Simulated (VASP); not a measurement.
Input of a VASP 6.6.1 run:

File POSCAR:

```
MgO
1.0
    0.0000000000      2.1021674168      2.1095250028
    2.1021674168      0.0000000000      2.1095250028
    2.1021674168      2.1021674168      0.0000000000
Mg O
1 1
Direct
    0.0000000000      0.0000000000      0.0000000000
    0.5000000000      0.5000000000      0.5000000000
```

INCAR.step1

```
SYSTEM = MgO
PREC = Accurate
ENCUT = 520
ISMEAR = 0
SIGMA = 0.01
LREAL = .FALSE.
LASPH = .TRUE.
NELM = 80
NBANDS = 11
GGA = PE
ALGO = Normal
EDIFF = 1E-4
LWAVE = .TRUE.
LCHARG = .FALSE.
```

The input INCAR.step2:

```
SYSTEM = MgO
PREC = Accurate
ENCUT = 520
EDIFF = 1E-6
ISMEAR = 0
SIGMA = 0.01
LREAL = .FALSE.
LASPH = .TRUE.
NELM = 80
ALGO = Normal
ISIF = 2
LWAVE = .FALSE.
LCHARG = .FALSE.
METAGGA = R2SCAN
LMIXTAU = .TRUE.
NBANDS = 11
ISTART = 1
```

KPOINTS

```
regular mesh
0
G
  10 10 10
  0 0 0
```

Potentials or basis: VASP PAW PBE potentials, release 64 (Mg, O).

Run with:

```console
$ cat potpaw_PBE.64/Mg/POTCAR potpaw_PBE.64/O/POTCAR > POTCAR
$ cp INCAR.step1 INCAR
$ mpirun -np 1 vasp_std > vasp.out
$ cp INCAR.step2 INCAR
$ mpirun -np 1 vasp_std > vasp.out
```

**Question.** Predict the pressure.

**Answer.** -1.7 GPa.

**Question.** Estimate the band gap on the k mesh.

**Answer.** 5.62 eV, direct.

Stress tensor (GPa, compression positive):
```
-1.47  0.00  0.00
 0.00 -1.47  0.00
 0.00  0.00 -2.20
```

Caveat: the cell differs from its parent crystal (uniaxial z strain +0.3%); the PAW data sets were made with another functional, which shifts forces and pressure a little.
